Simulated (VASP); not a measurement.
# Cd (Im-3m) in VASP: notebook

Runs on Cd. Level: LDA. Tasks: single point.

All numbers are computed with VASP 6.6.1; they aren't measurements. Logs are shortened: lines on timing, memory, paths and dates and some standing lists are left out, and cuts for length are marked.

## 1. The cell of the first run

The structure is cubic, space group Im-3m (No. 229). Conventional cell: a = 2.635 Å, b = 2.635 Å, c = 2.635 Å, α = 90.00°, β = 90.00°, γ = 90.00°. Within 3.0 Å of Cd (site symmetry m-3m) lie 14 Cd at 2.28 to 2.63 Å.

## 2. Single point, LDA (volume scaled by 0.45)

INCAR reads:

```
PREC     = Accurate       # precision mode
ENCUT    = 520            # plane-wave cutoff, eV
EDIFF    = 1E-6           # SCF threshold, eV
ISMEAR   = -1             # smearing method
SIGMA    = 0.1            # smearing width, eV
LREAL    = False          # projectors in reciprocal space
LASPH    = True           # aspherical terms in the spheres
NELM     = 60             # most SCF steps
ALGO     = Normal         # electronic algorithm
ISIF     = 2              # what is computed and relaxed
LWAVE    = False          # write WAVECAR
LCHARG   = False          # write CHGCAR
NBANDS   = 12             # bands
```

KPOINTS reads:

```
Automatic mesh
0
Gamma
  15 15 15
```

POSCAR reads:

```
Cd
1.0
   -1.3172926284      1.3172926284      1.3172926284
    1.3172926284     -1.3172926284      1.3172926284
    1.3172926284      1.3172926284     -1.3172926284
Cd
1
Direct
    0.0000000000      0.0000000000      0.0000000000
```

Potentials or basis: VASP PAW LDA potentials, release 64 (Cd).

The run is started by

```sh
$ cat potpaw_LDA.64/Cd/POTCAR > POTCAR
$ mpirun -np 1 vasp_std > vasp.out
```

OUTCAR:

```text
PREC = Accurate
   ENCUT = 520
   EDIFF = 1E-6
   ISMEAR = -1
   LREAL = False
   LASPH = True
   NELM = 60
   ISIF = 2

 ion  position               nearest neighbor table
   1  0.000  0.000  0.000-

  LATTYP: Found a body centered cubic cell.
 ALAT       =     2.6345852568

  Lattice vectors:

 A1 = (  -1.3172926284,   1.3172926284,   1.3172926284)
 A2 = (   1.3172926284,  -1.3172926284,   1.3172926284)
 A3 = (   1.3172926284,   1.3172926284,  -1.3172926284)

Analysis of symmetry for initial positions (statically):
=====================================================================
 Subroutine PRICEL returns:
 Original cell was already a primitive cell.

 Routine SETGRP: Setting up the symmetry group for a
 body centered cubic supercell.

 Subroutine GETGRP returns: Found 48 space group operations
 (whereof 48 operations were pure point group operations)
 out of a pool of 48 trial point group operations.

The static configuration has the point symmetry O_h .

Analysis of symmetry for dynamics (positions and initial velocities):
=====================================================================
 Subroutine PRICEL returns:
 Original cell was already a primitive cell.

 Routine SETGRP: Setting up the symmetry group for a
 body centered cubic supercell.

 Subroutine GETGRP returns: Found 48 space group operations
 (whereof 48 operations were pure point group operations)
 out of a pool of 48 trial point group operations.

The dynamic configuration has the point symmetry O_h .

 Subroutine INISYM returns: Found 48 space group operations
 (whereof 48 operations are pure point group operations),
 and found     1 'primitive' translations

----------------------------------------------------------------------------------------

                                     Primitive cell

  volume of cell :       9.1434

  direct lattice vectors                    reciprocal lattice vectors
    -1.317292628  1.317292628  1.317292628     0.000000000  0.379566384  0.379566384
     1.317292628 -1.317292628  1.317292628     0.379566384  0.000000000  0.379566384
     1.317292628  1.317292628 -1.317292628     0.379566384  0.379566384  0.000000000

  length of vectors
     2.281617761  2.281617761  2.281617761     0.536787928  0.536787928  0.536787928

  position of ions in fractional coordinates (direct lattice)
[... 81 lines left out ...]
   IBRION =     -1    ionic relax: 0-MD 1-quasi-New 2-CG
   NFREE  =      0    steps in history (QN), initial steepest desc. (CG)
   ISIF   =      2    stress and relaxation
   ISYM   =      2    0-nonsym 1-usesym 2-fastsym
   POTIM  = 0.5000    time-step for ionic-motion
   TEBEG  =    0.0;   TEEND  =   0.0 temperature during run
   PSTRESS=    0.0 pullay stress
   NELECT =      12.0000    total number of electrons
   NUPDOWN=      -1.0000    fix difference up-down
   EMIN   =  10.00;   EMAX   =-10.00  energy-range for DOS
   EFERMI =   0.00;   METHOD = LEGACY
   ISMEAR =    -1;   SIGMA  =   0.10  broadening in eV -4-tet -1-fermi 0-gaus
   EFERMI_NEDOS =   21; number of points for ismear=-14 and -15
   IALGO  =     38    algorithm
   IMIX   =      4    mixing-type and parameters
     AMIX     =   0.40;   BMIX     =  1.00
     AMIX_MAG =   1.60;   BMIX_MAG =  1.00
  volume/ion in A,a.u.               =       9.14        61.70
  Fermi-wavevector in a.u.,A,eV,Ry     =   1.792392  3.387130 43.711015  3.212669
  Thomas-Fermi vector in A             =   2.854765
   LORBIT       =      0    0 simple, 1 ext, 2 COOP (PROOUT), +10 PAW based schemes
   GGA     = CA    functional components
   LHFCALC =     F    Hartree Fock is set to
   AEXX    =    0.0000 exact exchange contribution
   IVDW    =     0    specifies the selected vdW correction
   LEPSILON=     F    determine dielectric tensor
   LRPA    =     F    only Hartree local field effects (RPA)
 non-spin polarized calculation
  energy-cutoff  :      520.00
  volume of cell :        9.14
 maximum number of plane-waves:       252
 NGX is ok and might be reduce to    18
   NGX =  9   NGY =  9   NGZ =  9

 number of electron      11.9999994 magnetization

 Free energy of the ion-electron system (eV)
  ---------------------------------------------------
  ext. energy  EPLUGINS =         0.00000000
  ---------------------------------------------------
  free energy    TOTEN  =         6.04406206 eV

  energy without entropy =        6.05153240  energy(sigma->0) =        6.04779723

 E-fermi :  16.6547     XC(G=0): -16.6970

 val. band max:       16.2721443664   @ k =  -0.4667   0.4667   0.4000
 cond. band min:      16.7514373474   @ k =   0.4000   0.1333   0.0667
 fundamental gap:      0.4792929811
 Fermi energy:        16.6547023187

 k-point     1 :       0.0000    0.0000    0.0000
  band No.  band energies     occupation
      1      -4.9382      2.00000
      2      -1.3301      2.00000
      3      -1.3301      2.00000
      4      -1.3301      2.00000
      5       1.8063      2.00000
      6       1.8063      2.00000
      7      31.9110      0.00000
      8      31.9110      0.00000
      9      31.9110      0.00000
     10      42.2068      0.00000
     11      42.2068      0.00000
     12      46.8482      0.00000
[... 331 lines left out ...]
 k-point    24 :       0.4000    0.2000    0.0000
  band No.  band energies     occupation
      1      -3.5758      2.00000
      2      -2.5929      2.00000
      3       0.2730      2.00000
      4       1.7180      2.00000
      5       2.8379      2.00000
      6      11.4697      2.00000
      7      16.7736      0.46675
      8      22.3564      0.00000
      9      29.3006      0.00000
     10      37.8453      0.00000
     11      40.8998      0.00000
     12      47.5887      0.00000

 [... further k-points ...]

------------------------ aborting loop because EDIFF is reached ----------------------------------------

  FORCE on cell =-STRESS in cart. coord.  units (eV):
  Direction    XX          YY          ZZ          XY          YZ          ZX
  --------------------------------------------------------------------------------------
  -------------------------------------------------------------------------------------
  Total       28.3013545     28.3013545     28.3013545      0.0000000     -0.0000000      0.0000000
  in kB     4959.1931928   4959.1931928   4959.1931928      0.0000000     -0.0000000      0.0000000
  external PRESSURE =    4959.1931928 kB  Pullay stress =       0.0000000 kB

 VOLUME and BASIS-vectors are now :
 -----------------------------------------------------------------------------
  energy-cutoff  :      520.00
  volume of cell :        9.14
      direct lattice vectors                 reciprocal lattice vectors
    -1.317292628  1.317292628  1.317292628     0.000000000  0.379566384  0.379566384
     1.317292628 -1.317292628  1.317292628     0.379566384  0.000000000  0.379566384
     1.317292628  1.317292628 -1.317292628     0.379566384  0.379566384  0.000000000

 POSITION                                       TOTAL-FORCE (eV/Angst)
 -----------------------------------------------------------------------------------
      0.00000      0.00000      0.00000        -0.000000      0.000000      0.000000
 -----------------------------------------------------------------------------------
    total drift:                                0.000000      0.000000      0.000000

  FREE ENERGIE OF THE ION-ELECTRON SYSTEM (eV)
  ---------------------------------------------------
  free  energy   TOTEN  =         6.0440620606 eV

  energy  without entropy=        6.0515323957  energy(sigma->0) =        6.04779723
```

Run time: 6.5 s. Hardware: 1 thread of Intel Xeon Platinum 8488C (Sapphire Rapids), shared host; peak memory 0.12 GiB.

Results:

- Free energy: 6.0441 eV
- Pressure: 495.9 GPa
- Band gap on the k mesh: zero (band 6 reaches 18.02 eV, above the bottom of band 7 at 15.79 eV)

Levels at points of the mesh, in eV from the Fermi level:
```csv
k point,band 2,band 3,band 4,band 5,band 6,band 7,band 8,band 9,band 10,band 11
"(0.00, 0.00, 0.00)",-17.98,-17.98,-17.98,-14.85,-14.85,15.26,15.26,15.26,25.55,25.55
```

## 3. Single point, LDA (volume scaled by 0.45, level accurate)

INCAR reads:

```
  ALGO = Normal
  EDIFF = 1E-6
  ENCUT = 520
  GGA = CA
  ISIF = 2
  ISMEAR = -1
  LASPH = True
  LCHARG = False
  LREAL = False
  LWAVE = False
  NBANDS = 12
  NELM = 60
  PREC = Accurate
  SIGMA = 0.1
```

KPOINTS reads:

```
k-points
0
Gamma
  15 15 15
```

POSCAR is that of step 2.

Potentials or basis: VASP PAW LDA potentials, release 64 (Cd).

The run is started by

```sh
$ cat potpaw_LDA.64/Cd/POTCAR > POTCAR
$ mpirun -np 1 vasp_std > vasp.out
```

Run time: 6.4 s. Hardware: 1 thread of Intel Xeon Platinum 8488C (Sapphire Rapids), shared host; peak memory 0.12 GiB.

Results (log left out):

| Quantity | Value |
| --- | --- |
| Free energy | 6.0441 eV |
| Pressure | 495.9 GPa |
| Band gap on the k mesh | zero (band 6 reaches 18.02 eV, above the bottom of band 7 at 15.79 eV) |

Levels at points of the mesh, in eV from the Fermi level:
| k point | band 2 | band 3 | band 4 | band 5 | band 6 | band 7 | band 8 | band 9 | band 10 | band 11 |
| --- | --- | --- | --- | --- | --- | --- | --- | --- | --- | --- |
| (0.00, 0.00, 0.00) | -17.98 | -17.98 | -17.98 | -14.85 | -14.85 | 15.26 | 15.26 | 15.26 | 25.55 | 25.55 |

[end of part 1 of 2]
